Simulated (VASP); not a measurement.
A run of VASP 6.6.1 is set up as follows.

File INCAR:

```
ALGO = Normal
EDIFF = 1E-6
ENCUT = 750
GGA = PE
GGA_COMPAT = F
ISIF = 2
ISMEAR = 0
LASPH = T
LCHARG = F
LREAL = F
LWAVE = F
NBANDS = 12
NELM = 120
PREC = Accurate
SIGMA = 0.1
```

File KPOINTS:

```
k-points
0
Gamma
  10 10 10
```

Contents of POSCAR:

```
LiF
1.0
    0.0000000000      1.9564912160      1.9564912160
    1.9564912160      0.0000000000      1.9564912160
    1.9564912160      1.9564912160      0.0000000000
Li F
1 1
Direct
    0.0000000000      0.0000000000      0.0000000000
    0.5000000000      0.5000000000      0.5000000000
```

Potentials or basis: VASP PAW PBE potentials, release 64 (Li_sv, F).

Launch:

```sh
$ cat potpaw_PBE.64/Li_sv/POTCAR potpaw_PBE.64/F/POTCAR > POTCAR
$ mpirun -np 1 vasp_std > vasp.out
```

Task: Predict the pressure.

Result: 9.2 GPa.

Task: What does it give for the band gap on the k mesh?

Result: 9.89 eV.

Caveat: the cell stands under pressure. A k mesh can miss the band edges.
